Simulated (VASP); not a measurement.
The system is SiNi.

```
CELL_PARAMETERS angstrom
4.50369 0.00000 0.00000
0.00000 4.50369 0.00000
0.00000 0.00000 4.50369
ATOMIC_POSITIONS crystal
Ni 0.14950 0.14950 0.14950
Ni 0.64950 0.35050 0.85050
Ni 0.85050 0.64950 0.35050
Ni 0.35050 0.85050 0.64950
Si 0.84683 0.84683 0.84683
Si 0.34683 0.65317 0.15317
Si 0.15317 0.34683 0.65317
Si 0.65317 0.15317 0.34683
```

| Quantity | Value |
| --- | --- |
| Program | VASP 6.6.1 |
| Task | relaxation of cell and atoms |
| Functional | LDA |
| Potentials or basis | VASP PAW LDA potentials, release 64 (Ni, Si) |
| Cutoff | 600 eV |
| k mesh | 6 × 6 × 6 |
| Occupations | fermi-dirac, width 0.05 eV |
| Spin | collinear spin, ferromagnetic start |
| Starting moments | [1.0, 1.0, 1.0, 1.0, 0.0, 0.0, 0.0, 0.0] μB |

At the start: pressure -9.2 GPa; volume 11.42 Å³/atom.

Problem. How do energy, volume and symmetry change on relaxing?

Solution. Over 12 steps the energy falls by 16.2 meV/atom and the volume is 10.88 Å³/atom (-4.7 %); space group P2_13 (No. 198, to 0.1 Å) before and after; moment 0.00 μB per cell.

The path:
```csv
step,energy change (eV),largest force (eV/Å),pressure (GPa),volume (Å³)
1,0.0000,0.0600,-9.15,91.35
2,0.0092,0.0345,11.98,83.00
3,-0.1291,0.0232,-0.18,87.03
4,-0.1290,0.0224,0.37,86.95
5,-0.1290,0.0136,-0.39,87.23
6,-0.1291,0.0189,-0.15,87.07
7,-0.1291,0.0194,-0.02,87.05
8,-0.1291,0.0192,-0.01,87.05
9,-0.1291,0.0189,-0.04,87.06
10,-0.1291,0.0188,-0.04,87.06
11,-0.1292,0.0102,0.13,87.06
12,-0.1292,0.0072,-0.07,87.06
```

Final structure:
```
CELL_PARAMETERS angstrom
4.43201 0.00000 0.00000
0.00000 4.43201 0.00000
0.00000 0.00000 4.43201
ATOMIC_POSITIONS crystal
Ni 0.14921 0.14921 0.14921
Ni 0.64921 0.35079 0.85079
Ni 0.85079 0.64921 0.35079
Ni 0.35079 0.85079 0.64921
Si 0.84644 0.84644 0.84644
Si 0.34644 0.65356 0.15356
Si 0.15356 0.34644 0.65356
Si 0.65356 0.15356 0.34644
```

Caveat: the moments typed at the start vanished in this run.
